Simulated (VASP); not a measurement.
Set up this calculation in VASP 6.6.1, as the native input.

- Task: single point
- Functional: r2SCAN
- Potentials or basis: VASP PAW PBE potentials, release 64 (Li_sv, F)
- Cutoff: 520 eV
- k mesh: 12 × 12 × 12
- Occupations: gaussian, width 0.05 eV
- Spin: no spin polarisation
- Dipole correction: no
- Further INCAR settings: ALGO = Normal; EDIFF = 1e-06; NBANDS = 12

The system is LiF.

```
Li F
1.0
     0.00000    2.07076    1.90510
     2.07076    0.00000    1.90510
     2.07076    2.07076    0.00000
Li F
1 1
Direct
  0.00000 0.00000 0.00000
  0.50000 0.50000 0.50000
```

This cell differs from its parent crystal: ratio of the length along z to the lengths across it x 0.92, volume and fractional coordinates fixed.

One way to write it, as run:

POSCAR

```
LiF
1.0
    0.0000000000      2.0707620175      1.9051010561
    2.0707620175      0.0000000000      1.9051010561
    2.0707620175      2.0707620175      0.0000000000
Li F
1 1
Direct
    0.0000000000      0.0000000000      0.0000000000
    0.5000000000      0.5000000000      0.5000000000
```

INCAR.step1

```
ALGO = Normal
EDIFF = 1E-4
ENCUT = 520
GGA = PE
ISMEAR = 0
LASPH = True
LCHARG = False
LREAL = False
LWAVE = True
NBANDS = 12
NELM = 80
PREC = Accurate
SIGMA = 0.05
```

INCAR.step2

```
ALGO = Normal
EDIFF = 1E-6
ENCUT = 520
ISIF = 2
ISMEAR = 0
ISTART = 1
LASPH = True
LCHARG = False
LMIXTAU = True
LREAL = False
LWAVE = False
METAGGA = R2SCAN
NBANDS = 12
NELM = 80
PREC = Accurate
SIGMA = 0.05
```

KPOINTS

```
k-points
0
Gamma
  12 12 12
```

Potentials or basis: VASP PAW PBE potentials, release 64 (Li_sv, F).

Launch:

```console
$ cat potpaw_PBE.64/Li_sv/POTCAR potpaw_PBE.64/F/POTCAR > POTCAR
$ cp INCAR.step1 INCAR
$ mpirun -np 1 vasp_std > vasp.out
$ cp INCAR.step2 INCAR
$ mpirun -np 1 vasp_std > vasp.out
```

Results of the run:

```yaml
Band_gap_on_the_k_mesh: 10.16 eV
```

It took 39 s on 1 thread of Intel(R) Xeon(R) 6975P-C (Granite Rapids), with other jobs on the host, peak memory 0.15 GiB.
